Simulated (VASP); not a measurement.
# CuH2 (P4_2/mcm) in VASP: single point with PBE

Aim: the single point of CuH2 with PBE.

Program: VASP 6.6.1. These are calculated values, not measurements. Logs are shortened: lines on timing, memory, paths and dates and some standing lists are left out, and cuts for length are marked.

## Step 1: The cell of the first run

It takes space group P4_2/mcm (No. 132, tetragonal). Conventional cell: a = 3.254 Å, b = 3.254 Å, c = 4.839 Å, α = 90.00°, β = 90.00°, γ = 90.00°. Within 2.2 Å of Cu (site symmetry -42m) lie 4 H at 1.64 Å. Within 2.4 Å of H (site symmetry m2m) lie 2 Cu at 1.64 Å and 4 H at 2.22 to 2.38 Å.

## Step 2: Single point, PBE

POSCAR

```
CuH2
1.0
    3.2544207701      0.0000000000      0.0000000000
    0.0000000000      3.2544207701      0.0000000000
    0.0000000000      0.0000000000      4.8392134955
Cu H
2 4
Direct
    0.0000000000      0.0000000000      0.7500000000
    0.0000000000      0.0000000000      0.2500000000
    0.2415045896      0.2415045896      0.0000000000
    0.7584954104      0.7584954104      0.0000000000
    0.2415045896      0.7584954104      0.5000000000
    0.7584954104      0.2415045896      0.5000000000
```

INCAR.step1

```
SYSTEM = CuH2
  ALGO = Normal
  EDIFF = 1E-6
  ENCUT = 610
  GGA = PE
  GGA_COMPAT = .FALSE.
  ISIF = 2
  ISMEAR = 0
  LASPH = .TRUE.
  LCHARG = .TRUE.
  LMAXMIX = 4
  LORBIT = 11
  LREAL = .FALSE.
  LWAVE = .FALSE.
  NBANDS = 30
  NEDOS = 2001
  NELM = 120
  PREC = Accurate
  SIGMA = 0.1
```

KPOINTS.step1

```
k-points
0
G
  12 12 8
  0 0 0
```

INCAR.step2

```
SYSTEM = CuH2
  ALGO = Normal
  EDIFF = 1E-6
  ENCUT = 610
  GGA = PE
  GGA_COMPAT = .FALSE.
  ICHARG = 11
  ISIF = 2
  ISMEAR = -5
  LASPH = .TRUE.
  LCHARG = .FALSE.
  LMAXMIX = 4
  LORBIT = 11
  LREAL = .FALSE.
  LWAVE = .FALSE.
  NEDOS = 1001
  NELM = 120
  PREC = Accurate
  SIGMA = 0.1
```

KPOINTS.step2

```
k-points
0
G
  18 18 12
  0 0 0
```

Potentials or basis: VASP PAW PBE potentials, release 64 (Cu_sv_GW, H).

Launch:

```console
> cat potpaw_PBE.64/Cu_sv_GW/POTCAR potpaw_PBE.64/H/POTCAR > POTCAR
> cp INCAR.step1 INCAR
> cp KPOINTS.step1 KPOINTS
> mpirun -np 1 vasp_std > vasp.out
> cp INCAR.step2 INCAR
> cp KPOINTS.step2 KPOINTS
> mpirun -np 1 vasp_std > vasp.out
```

OUTCAR:

```text
SYSTEM = CuH2
   EDIFF = 1E-6
   ENCUT = 610
   GGA = PE
   ICHARG = 11
   ISIF = 2
   ISMEAR = -5
   LASPH = .TRUE.
   LORBIT = 11
   LREAL = .FALSE.
   NELM = 120
   PREC = Accurate

 ion  position               nearest neighbor table
   1  0.000  0.000  0.750-   3 1.64   4 1.64   5 1.64   6 1.64   2 2.42   2 2.42
   2  0.000  0.000  0.250-   3 1.64   4 1.64   5 1.64   6 1.64   1 2.42   1 2.42
   3  0.242  0.242  0.000-   1 1.64   2 1.64
   4  0.758  0.758  0.000-   1 1.64   2 1.64
   5  0.242  0.758  0.500-   1 1.64   2 1.64
   6  0.758  0.242  0.500-   1 1.64   2 1.64

  LATTYP: Found a simple tetragonal cell.
 ALAT       =     3.2544207701
 C/A-ratio  =     1.4869661416

  Lattice vectors:

 A1 = (   3.2544207701,   0.0000000000,   0.0000000000)
 A2 = (   0.0000000000,   3.2544207701,   0.0000000000)
 A3 = (   0.0000000000,   0.0000000000,   4.8392134955)

Analysis of symmetry for initial positions (statically):
=====================================================================
 Subroutine PRICEL returns:
 Original cell was already a primitive cell.

 Routine SETGRP: Setting up the symmetry group for a
 simple tetragonal supercell.

 Subroutine GETGRP returns: Found 16 space group operations
 (whereof  8 operations were pure point group operations)
 out of a pool of 16 trial point group operations.

The static configuration has the point symmetry D_2h.
 The point group associated with its full space group is D_4h.

Analysis of symmetry for dynamics (positions and initial velocities):
=====================================================================
 Subroutine PRICEL returns:
 Original cell was already a primitive cell.

 Routine SETGRP: Setting up the symmetry group for a
 simple tetragonal supercell.

 Subroutine GETGRP returns: Found 16 space group operations
 (whereof  8 operations were pure point group operations)
 out of a pool of 16 trial point group operations.

The dynamic configuration has the point symmetry D_2h.
 The point group associated with its full space group is D_4h.

 Subroutine INISYM returns: Found 16 space group operations
 (whereof  8 operations are pure point group operations),
 and found     1 'primitive' translations

----------------------------------------------------------------------------------------

                                     Primitive cell

  volume of cell :      51.2533

  direct lattice vectors                    reciprocal lattice vectors
     3.254420770  0.000000000  0.000000000     0.307274342  0.000000000  0.000000000
     0.000000000  3.254420770  0.000000000     0.000000000  0.307274342  0.000000000
     0.000000000  0.000000000  4.839213496     0.000000000  0.000000000  0.206645150

  length of vectors
     3.254420770  3.254420770  4.839213496     0.307274342  0.307274342  0.206645150

  position of ions in fractional coordinates (direct lattice)
     0.000000000  0.000000000  0.750000000
     0.000000000  0.000000000  0.250000000
     0.241504590  0.241504590  0.000000000
     0.758495410  0.758495410  0.000000000
     0.241504590  0.758495410  0.500000000
     0.758495410  0.241504590  0.500000000

  ion indices of the primitive-cell ions
   primitive index   ion index
                 1           1
                 2           2
                 3           3
                 4           4
                 5           5
                 6           6

----------------------------------------------------------------------------------------

 KPOINTS: k-points

Automatic generation of k-mesh.
 Grid dimensions read from file:
 generate k-points for:   18   18   12

 Generating k-lattice:

  Cartesian coordinates                     Fractional coordinates (reciprocal lattice)
     0.017070797  0.000000000  0.000000000     0.055555556  0.000000000  0.000000000
     0.000000000  0.017070797  0.000000000     0.000000000  0.055555556  0.000000000
     0.000000000  0.000000000  0.017220429     0.000000000  0.000000000  0.083333333

  Length of vectors
     0.017070797  0.017070797  0.017220429

  Shift w.r.t. Gamma in fractional coordinates (k-lattice)
     0.000000000  0.000000000  0.000000000

 TETIRR: Found   5832 inequivalent tetrahedra from    23328

 Subroutine IBZKPT returns following result:
 ===========================================

 Found    385 irreducible k-points:

 Following reciprocal coordinates:
            Coordinates               Weight
  0.000000  0.000000  0.000000      1.000000
  0.055556  0.000000  0.000000      4.000000
  0.111111  0.000000  0.000000      4.000000
  0.166667  0.000000  0.000000      4.000000
  0.222222  0.000000  0.000000      4.000000
  0.277778  0.000000  0.000000      4.000000
[... 16 lines left out ...]
  0.277778  0.111111  0.000000      8.000000
  0.333333  0.111111  0.000000      8.000000
 [... further k-points ...]
   k-points           NKPTS =    385   k-points in BZ     NKDIM =    385   number of bands    NBANDS=     25
   number of dos      NEDOS =   1001   number of ions     NIONS =      6
   total plane-waves  NPLWV =  31360
   dimension x,y,z NGX =    28 NGY =   28 NGZ =   40
   dimension x,y,z NGXF=    56 NGYF=   56 NGZF=   80
   ions per type =               2   4
   NGX,Y,Z   is equivalent  to a cutoff of  14.30, 14.30, 13.74 a.u.
   NGXF,Y,Z  is equivalent  to a cutoff of  28.61, 28.61, 27.48 a.u.
 SYSTEM =  CuH2
   PREC   = accura    normal or accurate (medium, high low for compatibility)
   ISTART =      0    job   : 0-new  1-cont  2-samecut
   ICHARG =     11    charge: 1-file 2-atom 10-const
   ISPIN  =      1    spin polarized calculation?
   LNONCOLLINEAR =      F non collinear calculations
   LSORBIT =      F    spin-orbit coupling
   LASPH  =      T    aspherical Exc in radial PAW
   ENCUT  =  610.0 eV  44.83 Ry    6.70 a.u.   6.55  6.55  9.75*2*pi/ulx,y,z
   NELM   =    120;   NELMIN=  2; NELMDL=  0     # of ELM steps
   EDIFF  = 0.1E-05   stopping-criterion for ELM
   LREAL  =      F    real-space projection
   EDIFFG = 0.1E-04   stopping-criterion for IOM
   NSW    =      0    number of steps for IOM
   IBRION =     -1    ionic relax: 0-MD 1-quasi-New 2-CG
   NFREE  =      0    steps in history (QN), initial steepest desc. (CG)
   ISIF   =      2    stress and relaxation
   ISYM   =      2    0-nonsym 1-usesym 2-fastsym
   POTIM  = 0.5000    time-step for ionic-motion
   TEBEG  =    0.0;   TEEND  =   0.0 temperature during run
   PSTRESS=    0.0 pullay stress
   NELECT =      42.0000    total number of electrons
   NUPDOWN=      -1.0000    fix difference up-down
   EMIN   =  10.00;   EMAX   =-10.00  energy-range for DOS
   EFERMI =   0.00;   METHOD = LEGACY
   ISMEAR =    -5;   SIGMA  =   0.10  broadening in eV -4-tet -1-fermi 0-gaus
   EFERMI_NEDOS =   21; number of points for ismear=-14 and -15
   IALGO  =     38    algorithm
   IMIX   =      4    mixing-type and parameters
     AMIX     =   0.40;   BMIX     =  1.00
     AMIX_MAG =   1.60;   BMIX_MAG =  1.00
  volume/ion in A,a.u.               =       8.54        57.65
  Fermi-wavevector in a.u.,A,eV,Ry     =   1.531971  2.895005 31.931989  2.346935
  Thomas-Fermi vector in A             =   2.639242
   LORBIT       =     11    0 simple, 1 ext, 2 COOP (PROOUT), +10 PAW based schemes
   GGA     = PE    functional components
   LHFCALC =     F    Hartree Fock is set to
   AEXX    =    0.0000 exact exchange contribution
   IVDW    =     0    specifies the selected vdW correction
   LEPSILON=     F    determine dielectric tensor
   LRPA    =     F    only Hartree local field effects (RPA)
 non-spin polarized calculation
 Fermi weights with tetrahedron method with Bloechl corrections
  energy-cutoff  :      610.00
  volume of cell :       51.25
 maximum number of plane-waves:      1788
 NGX is ok and might be reduce to    28

 number of electron      42.0000031 magnetization

 Free energy of the ion-electron system (eV)
  ---------------------------------------------------
  ext. energy  EPLUGINS =         0.00000000
  ---------------------------------------------------
  free energy    TOTEN  =       -18.35756294 eV

  energy without entropy =      -18.35756294  energy(sigma->0) =      -18.35756294

 E-fermi :   2.4792     XC(G=0): -10.2601

 val. band max:        2.5150444065   @ k =   0.3333   0.2778   0.5000
 cond. band min:       2.4088572901   @ k =   0.3333   0.0000   0.5000
 fundamental gap:     -0.1061871164
 Fermi energy:         2.4792097769

 k-point     1 :       0.0000    0.0000    0.0000
  band No.  band energies     occupation
      1    -110.5466      2.00000
      2    -110.5360      2.00000
      3     -68.1776      2.00000
      4     -68.0679      2.00000
      5     -67.8372      2.00000
      6     -67.8372      2.00000
[... 17 lines left out ...]
     24      12.3271      0.00000
     25      12.3509      0.00000

 k-point     2 :       0.0556    0.0000    0.0000
  band No.  band energies     occupation
      1    -110.5464      2.00000
      2    -110.5361      2.00000
      3     -68.1777      2.00000
      4     -68.0679      2.00000
      5     -67.8371      2.00000
      6     -67.8370      2.00000
[... 17 lines left out ...]
     24      12.3027      0.00000
     25      12.3804      0.00000
[... 586 lines left out ...]
     24      10.0953      0.00000
     25      10.6149      0.00000

 k-point    24 :       0.3333    0.1111    0.0000
  band No.  band energies     occupation
      1    -110.5459      2.00000
      2    -110.5358      2.00000
      3     -68.1774      2.00000
      4     -68.0675      2.00000
      5     -67.8383      2.00000
      6     -67.8369      2.00000
[... 17 lines left out ...]
     24       9.5573      0.00000
     25       9.8387      0.00000

 [... further k-points ...]

------------------------ aborting loop because EDIFF is reached ----------------------------------------

  FORCE on cell =-STRESS in cart. coord.  units (eV):
  Direction    XX          YY          ZZ          XY          YZ          ZX
  --------------------------------------------------------------------------------------
  -------------------------------------------------------------------------------------
  Total       -0.5605310     -0.5605310     -0.6593925      0.0000000      0.0000000      0.0000000
  in kB      -17.5221743    -17.5221743    -20.6125817      0.0000000      0.0000000      0.0000000
  external PRESSURE =     -18.5523101 kB  Pullay stress =       0.0000000 kB

 VOLUME and BASIS-vectors are now :
 -----------------------------------------------------------------------------
  energy-cutoff  :      610.00
  volume of cell :       51.25
      direct lattice vectors                 reciprocal lattice vectors
     3.254420770  0.000000000  0.000000000     0.307274342  0.000000000  0.000000000
     0.000000000  3.254420770  0.000000000     0.000000000  0.307274342  0.000000000
     0.000000000  0.000000000  4.839213496     0.000000000  0.000000000  0.206645150

 POSITION                                       TOTAL-FORCE (eV/Angst)
 -----------------------------------------------------------------------------------
      0.00000      0.00000      3.62941         0.000000      0.000000      0.000000
      0.00000      0.00000      1.20980         0.000000     -0.000000     -0.000000
      0.78596      0.78596      0.00000        -0.000033     -0.000033      0.000000
      2.46846      2.46846      0.00000         0.000033      0.000033     -0.000000
      0.78596      2.46846      2.41961        -0.000033      0.000033     -0.000000
      2.46846      0.78596      2.41961         0.000033     -0.000033      0.000000
 -----------------------------------------------------------------------------------
    total drift:                               -0.000000     -0.000000      0.000000

  FREE ENERGIE OF THE ION-ELECTRON SYSTEM (eV)
  ---------------------------------------------------
  free  energy   TOTEN  =       -18.3575629435 eV

  energy  without entropy=      -18.3575629435  energy(sigma->0) =      -18.35756294

 total charge

# of ion       s       p       d       f       tot
--------------------------------------------------
    1        2.302   6.463   8.877   0.005  17.646
    2        2.302   6.463   8.877   0.005  17.646
    3        0.506   0.018   0.000   0.000   0.525
    4        0.506   0.018   0.000   0.000   0.525
    5        0.506   0.018   0.000   0.000   0.525
    6        0.506   0.018   0.000   0.000   0.525
--------------------------------------------------
tot          6.628  12.998  17.754   0.010  37.390
```

It took 7.8 min on 1 thread of Intel Xeon Platinum 8488C (Sapphire Rapids), shared host; peak memory 0.68 GiB.

What came out:

```yaml
Valence_electrons_inside_the_program's_atomic_spheres: Cu 17.65; H 0.53
```
